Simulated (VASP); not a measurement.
# InP (F-43m) in VASP: further runs

InP is run at these levels: r2SCAN; tasks: single point.

Everything below comes from runs of VASP 6.6.1. Logs are shortened: lines on timing, memory, paths and dates and some standing lists are left out, and cuts for length are marked.

### Step 1. The cell of the first run

It takes space group F-43m (No. 216, cubic). Conventional cell: a = 6.023 Å, b = 6.023 Å, c = 6.023 Å, α = 90.00°, β = 90.00°, γ = 90.00°. In (site symmetry -43m) has 4 P at 2.61 Å within 3.4 Å. P (site symmetry -43m) has 4 In at 2.61 Å within 3.4 Å.

### Step 2. Single point, r2SCAN (27.31 Å³/atom)

POSCAR reads:

```
InP
1.0
    0.0000000000      3.0114967366      3.0114967366
    3.0114967366      0.0000000000      3.0114967366
    3.0114967366      3.0114967366      0.0000000000
In P
1 1
Direct
    0.0000000000      0.0000000000      0.0000000000
    0.2500000000      0.2500000000      0.2500000000
```

INCAR.step1 reads:

```
SYSTEM = InP
PREC = Accurate ; ENCUT = 520
ISMEAR = 0 ; SIGMA = 0.02
LREAL = .False. ; LASPH = .True.
NELM = 60 ; NBANDS = 16
GGA = PE ; ALGO = Normal
EDIFF = 1E-4 ; LWAVE = .True.
LCHARG = .False.
```

INCAR.step2 reads:

```
SYSTEM = InP
PREC = Accurate ; ENCUT = 520
EDIFF = 1E-6 ; ISMEAR = 0
SIGMA = 0.02 ; LREAL = .False.
LASPH = .True. ; NELM = 60
ALGO = Normal ; ISIF = 2
LWAVE = .False. ; LCHARG = .False.
METAGGA = R2SCAN ; LMIXTAU = .True.
NBANDS = 16 ; ISTART = 1
```

KPOINTS reads:

```
regular mesh
0
Gamma
  8 8 8
  0 0 0
```

Potentials or basis: VASP PAW PBE potentials, release 64 (In_d, P).

Launch:

```console
cat potpaw_PBE.64/In_d/POTCAR potpaw_PBE.64/P/POTCAR > POTCAR
cp INCAR.step1 INCAR
mpirun -np 1 vasp_std > vasp.out
cp INCAR.step2 INCAR
mpirun -np 1 vasp_std > vasp.out
```

OUTCAR:

```text
SYSTEM = InP
   PREC = Accurate
   ENCUT = 520
   EDIFF = 1E-6
   ISMEAR = 0
   LREAL = .False.
   LASPH = .True.
   NELM = 60
   ISIF = 2
   METAGGA = R2SCAN
   ISTART = 1

 ion  position               nearest neighbor table
   1  0.000  0.000  0.000-   2 2.61   2 2.61   2 2.61   2 2.61
   2  0.250  0.250  0.250-   1 2.61   1 2.61   1 2.61   1 2.61

  LATTYP: Found a face centered cubic cell.
 ALAT       =     6.0229934732

  Lattice vectors:

 A1 = (   0.0000000000,   3.0114967366,   3.0114967366)
 A2 = (   3.0114967366,   0.0000000000,   3.0114967366)
 A3 = (   3.0114967366,   3.0114967366,   0.0000000000)

Analysis of symmetry for initial positions (statically):
=====================================================================
 Subroutine PRICEL returns:
 Original cell was already a primitive cell.

 Routine SETGRP: Setting up the symmetry group for a
 face centered cubic supercell.

 Subroutine GETGRP returns: Found 24 space group operations
 (whereof 24 operations were pure point group operations)
 out of a pool of 48 trial point group operations.

The static configuration has the point symmetry T_d .

Analysis of symmetry for dynamics (positions and initial velocities):
=====================================================================
 Subroutine PRICEL returns:
 Original cell was already a primitive cell.

 Routine SETGRP: Setting up the symmetry group for a
 face centered cubic supercell.

 Subroutine GETGRP returns: Found 24 space group operations
 (whereof 24 operations were pure point group operations)
 out of a pool of 48 trial point group operations.

The dynamic configuration has the point symmetry T_d .

 Subroutine INISYM returns: Found 24 space group operations
 (whereof 24 operations are pure point group operations),
 and found     1 'primitive' translations

----------------------------------------------------------------------------------------

                                     Primitive cell

  volume of cell :      54.6232

  direct lattice vectors                    reciprocal lattice vectors
     0.000000000  3.011496737  3.011496737    -0.166030397  0.166030397  0.166030397
     3.011496737  0.000000000  3.011496737     0.166030397 -0.166030397  0.166030397
     3.011496737  3.011496737  0.000000000     0.166030397  0.166030397 -0.166030397

  length of vectors
     4.258899528  4.258899528  4.258899528     0.287573084  0.287573084  0.287573084

  position of ions in fractional coordinates (direct lattice)
     0.000000000  0.000000000  0.000000000
     0.250000000  0.250000000  0.250000000

  ion indices of the primitive-cell ions
   primitive index   ion index
                 1           1
                 2           2

----------------------------------------------------------------------------------------

 KPOINTS: regular mesh

Automatic generation of k-mesh.
 Grid dimensions read from file:
 generate k-points for:    8    8    8

 Generating k-lattice:

  Cartesian coordinates                     Fractional coordinates (reciprocal lattice)
    -0.020753800  0.020753800  0.020753800     0.125000000  0.000000000  0.000000000
     0.020753800 -0.020753800  0.020753800     0.000000000  0.125000000  0.000000000
     0.020753800  0.020753800 -0.020753800     0.000000000  0.000000000  0.125000000

  Length of vectors
     0.035946635  0.035946635  0.035946635

  Shift w.r.t. Gamma in fractional coordinates (k-lattice)
     0.000000000  0.000000000  0.000000000

 Subroutine IBZKPT returns following result:
 ===========================================

 Found     29 irreducible k-points:

 Following reciprocal coordinates:
            Coordinates               Weight
  0.000000  0.000000  0.000000      1.000000
  0.125000  0.000000  0.000000      8.000000
  0.250000  0.000000  0.000000      8.000000
  0.375000  0.000000  0.000000      8.000000
  0.500000  0.000000  0.000000      4.000000
  0.125000  0.125000  0.000000      6.000000
[... 16 lines left out ...]
  0.500000  0.250000  0.125000     48.000000
 -0.375000  0.250000  0.125000     24.000000
 [... further k-points ...]
   k-points           NKPTS =     29   k-points in BZ     NKDIM =     29   number of bands    NBANDS=     16
   number of dos      NEDOS =    301   number of ions     NIONS =      2
   total plane-waves  NPLWV =  32768
   dimension x,y,z NGX =    32 NGY =   32 NGZ =   32
   dimension x,y,z NGXF=    64 NGYF=   64 NGZF=   64
   ions per type =               1   1
   NGX,Y,Z   is equivalent  to a cutoff of  12.49, 12.49, 12.49 a.u.
   NGXF,Y,Z  is equivalent  to a cutoff of  24.98, 24.98, 24.98 a.u.
 SYSTEM =  InP
   PREC   = accura    normal or accurate (medium, high low for compatibility)
   ISTART =      1    job   : 0-new  1-cont  2-samecut
   ICHARG =      0    charge: 1-file 2-atom 10-const
   ISPIN  =      1    spin polarized calculation?
   LNONCOLLINEAR =      F non collinear calculations
   LSORBIT =      F    spin-orbit coupling
   LASPH  =      T    aspherical Exc in radial PAW
   ENCUT  =  520.0 eV  38.22 Ry    6.18 a.u.   7.92  7.92  7.92*2*pi/ulx,y,z
   NELM   =     60;   NELMIN=  2; NELMDL=  0     # of ELM steps
   EDIFF  = 0.1E-05   stopping-criterion for ELM
   LREAL  =      F    real-space projection
   EDIFFG = 0.1E-04   stopping-criterion for IOM
   NSW    =      0    number of steps for IOM
   IBRION =     -1    ionic relax: 0-MD 1-quasi-New 2-CG
   NFREE  =      0    steps in history (QN), initial steepest desc. (CG)
   ISIF   =      2    stress and relaxation
   ISYM   =      2    0-nonsym 1-usesym 2-fastsym
   POTIM  = 0.5000    time-step for ionic-motion
   TEBEG  =    0.0;   TEEND  =   0.0 temperature during run
   PSTRESS=    0.0 pullay stress
   NELECT =      18.0000    total number of electrons
   NUPDOWN=      -1.0000    fix difference up-down
   EMIN   =  10.00;   EMAX   =-10.00  energy-range for DOS
   EFERMI =   0.00;   METHOD = LEGACY
   ISMEAR =     0;   SIGMA  =   0.02  broadening in eV -4-tet -1-fermi 0-gaus
   EFERMI_NEDOS =   21; number of points for ismear=-14 and -15
   IALGO  =     38    algorithm
   IMIX   =      4    mixing-type and parameters
     AMIX     =   0.40;   BMIX     =  1.00
     AMIX_MAG =   1.60;   BMIX_MAG =  1.00
  volume/ion in A,a.u.               =      27.31       184.31
  Fermi-wavevector in a.u.,A,eV,Ry     =   1.130767  2.136840 17.396883  1.278635
  Thomas-Fermi vector in A             =   2.267465
   LORBIT       =      0    0 simple, 1 ext, 2 COOP (PROOUT), +10 PAW based schemes
   METAGGA = R2SCAN    functional components
   LHFCALC =     F    Hartree Fock is set to
   AEXX    =    0.0000 exact exchange contribution
   IVDW    =     0    specifies the selected vdW correction
   LEPSILON=     F    determine dielectric tensor
   LRPA    =     F    only Hartree local field effects (RPA)
 non-spin polarized calculation
 Gauss-broadening in eV      SIGMA  =   0.02
  energy-cutoff  :      520.00
  volume of cell :       54.62
 maximum number of plane-waves:      1480
   NGX = 15   NGY = 15   NGZ = 15

 number of electron      17.9999993 magnetization

 Free energy of the ion-electron system (eV)
  ---------------------------------------------------
  ext. energy  EPLUGINS =         0.00000000
  ---------------------------------------------------
  free energy    TOTEN  =       -32.26079447 eV

  energy without entropy =      -32.26079447  energy(sigma->0) =      -32.26079447

 E-fermi :   4.2345     XC(G=0):  -9.5034

 val. band max:        4.1533793531   @ k =   0.0000   0.0000   0.0000
 cond. band min:       4.8423009573   @ k =   0.0000   0.0000   0.0000
 fundamental gap:      0.6889216041
 Fermi energy:         4.2344656993

 k-point     1 :       0.0000    0.0000    0.0000
  band No.  band energies     occupation
      1     -10.3716      2.00000
      2     -10.3716      2.00000
      3     -10.3716      2.00000
      4     -10.2331      2.00000
      5     -10.2331      2.00000
      6      -7.3018      2.00000
[... 8 lines left out ...]
     15      13.9418      0.00000
     16      13.9418      0.00000

 k-point     2 :       0.1250    0.0000    0.0000
  band No.  band energies     occupation
      1     -10.3866      2.00000
      2     -10.3655      2.00000
      3     -10.3655      2.00000
      4     -10.2330      2.00000
      5     -10.2330      2.00000
      6      -7.1371      2.00000
[... 8 lines left out ...]
     15      13.3307      0.00000
     16      13.6458      0.00000

 k-point     3 :       0.2500    0.0000    0.0000
  band No.  band energies     occupation
      1     -10.4214      2.00000
      2     -10.3523      2.00000
      3     -10.3522      2.00000
      4     -10.2310      2.00000
      5     -10.2310      2.00000
      6      -6.6808      2.00000
[... 8 lines left out ...]
     15      13.1134      0.00000
     16      13.5838      0.00000

 k-point     4 :       0.3750    0.0000    0.0000
  band No.  band energies     occupation
      1     -10.4545      2.00000
      2     -10.3416      2.00000
      3     -10.3416      2.00000
      4     -10.2263      2.00000
      5     -10.2263      2.00000
      6      -6.0860      2.00000
[... 8 lines left out ...]
     15      14.0301      0.00000
     16      14.0301      0.00000
[... 324 lines left out ...]
 k-point    22 :       0.3750    0.2500    0.1250
  band No.  band energies     occupation
      1     -10.4540      2.00000
      2     -10.3363      2.00000
      3     -10.3312      2.00000
      4     -10.2443      2.00000
      5     -10.2211      2.00000
      6      -6.3027      2.00000
[... 8 lines left out ...]
     15      14.6719      0.00000
     16      15.9617      0.00000

 k-point    23 :       0.5000    0.2500    0.1250
  band No.  band energies     occupation
      1     -10.4744      2.00000
      2     -10.3307      2.00000
      3     -10.3192      2.00000
      4     -10.2415      2.00000
      5     -10.2209      2.00000
      6      -5.7638      2.00000
[... 8 lines left out ...]
     15      15.2247      0.00000
     16      15.9152      0.00000

 k-point    24 :      -0.3750    0.2500    0.1250
  band No.  band energies     occupation
      1     -10.4819      2.00000
      2     -10.3297      2.00000
      3     -10.3148      2.00000
      4     -10.2372      2.00000
      5     -10.2229      2.00000
      6      -5.4771      2.00000
[... 8 lines left out ...]
     15      15.1978      0.00000
     16      15.7929      0.00000

 [... further k-points ...]

------------------------ aborting loop because EDIFF is reached ----------------------------------------

  FORCE on cell =-STRESS in cart. coord.  units (eV):
  Direction    XX          YY          ZZ          XY          YZ          ZX
  --------------------------------------------------------------------------------------
  -------------------------------------------------------------------------------------
  Total       -1.2193383     -1.2193383     -1.2193383      0.0000000      0.0000000      0.0000000
  in kB      -35.7649484    -35.7649484    -35.7649484      0.0000000      0.0000000      0.0000000
  external PRESSURE =     -35.7649484 kB  Pullay stress =       0.0000000 kB

 VOLUME and BASIS-vectors are now :
 -----------------------------------------------------------------------------
  energy-cutoff  :      520.00
  volume of cell :       54.62
      direct lattice vectors                 reciprocal lattice vectors
     0.000000000  3.011496737  3.011496737    -0.166030397  0.166030397  0.166030397
     3.011496737  0.000000000  3.011496737     0.166030397 -0.166030397  0.166030397
     3.011496737  3.011496737  0.000000000     0.166030397  0.166030397 -0.166030397

 POSITION                                       TOTAL-FORCE (eV/Angst)
 -----------------------------------------------------------------------------------
      0.00000      0.00000      0.00000         0.000000      0.000000      0.000000
      1.50575      1.50575      1.50575        -0.000000     -0.000000     -0.000000
 -----------------------------------------------------------------------------------
    total drift:                               -0.000003     -0.000003     -0.000003

  FREE ENERGIE OF THE ION-ELECTRON SYSTEM (eV)
  ---------------------------------------------------
  free  energy   TOTEN  =       -32.2607944652 eV

  energy  without entropy=      -32.2607944652  energy(sigma->0) =      -32.26079447
```

Wall time 2.2 min (1 thread of AMD EPYC 7R13, shared host); peak memory 0.16 GiB.

What came out:

```
Free energy            : -32.2608 eV
Pressure               : -3.6 GPa
Band gap on the k mesh : 0.69 eV
```

Caveat: the cell stands under tension; the PAW data sets were made with another functional, which shifts forces and pressure a little; spin-orbit coupling is left out, which moves the levels of the heavy elements.

### Step 3. Single point, r2SCAN (28.34 Å³/atom)

This run uses another cell than the first one, of 28.34 Å³/atom.

POSCAR reads:

```
InP
1.0
    0.0000000000      3.0489104595      3.0489104595
    3.0489104595      0.0000000000      3.0489104595
    3.0489104595      3.0489104595      0.0000000000
In P
1 1
Direct
    0.0000000000      0.0000000000      0.0000000000
    0.2500000000      0.2500000000      0.2500000000
```

INCAR.step1: that of step 2 with these lines changed.

```diff
@@ -4,3 +4,3 @@
 LREAL = .False. ; LASPH = .True.
-NELM = 60 ; NBANDS = 16
+NELM = 80 ; NBANDS = 16
 GGA = PE ; ALGO = Normal
```

INCAR.step2: that of step 2 with these lines changed.

```diff
@@ -4,3 +4,3 @@
 SIGMA = 0.02 ; LREAL = .False.
-LASPH = .True. ; NELM = 60
+LASPH = .True. ; NELM = 80
 ALGO = Normal ; ISIF = 2
```

KPOINTS reads:

```
Automatic mesh
0
Gamma
  8 8 8
  0 0 0
```

Potentials or basis: VASP PAW PBE potentials, release 64 (In_d, P).

Launch:

```console
cat potpaw_PBE.64/In_d/POTCAR potpaw_PBE.64/P/POTCAR > POTCAR
cp INCAR.step1 INCAR
mpirun -np 1 vasp_std > vasp.out
cp INCAR.step2 INCAR
mpirun -np 1 vasp_std > vasp.out
```

Run time: 2.1 min. Hardware: 1 thread of AMD EPYC 7R13, shared host; peak memory 0.17 GiB.

It converged, with:

```yaml
Free_energy: -32.2038 eV
Pressure: -5.3 GPa
Band_gap_on_the_k_mesh: 0.47 eV
```

Levels at points of the mesh, in eV from the valence-band top:
| k point | band 7 | band 8 | band 9 | band 10 | band 11 | band 12 |
| --- | --- | --- | --- | --- | --- | --- |
| (0.00, 0.00, 0.00) | 0.00 | 0.00 | 0.00 | 0.47 | 4.41 | 4.41 |
| (0.50, 0.00, 0.00) | -5.28 | -0.84 | -0.84 | 1.54 | 5.12 | 5.12 |
| (0.50, 0.50, 0.00) | -5.38 | -2.03 | -2.03 | 2.18 | 2.50 | 9.11 |

Caveat: the cell stands under tension; the PAW data sets were made with another functional, which shifts forces and pressure a little; spin-orbit coupling is left out, which moves the levels of the heavy elements.
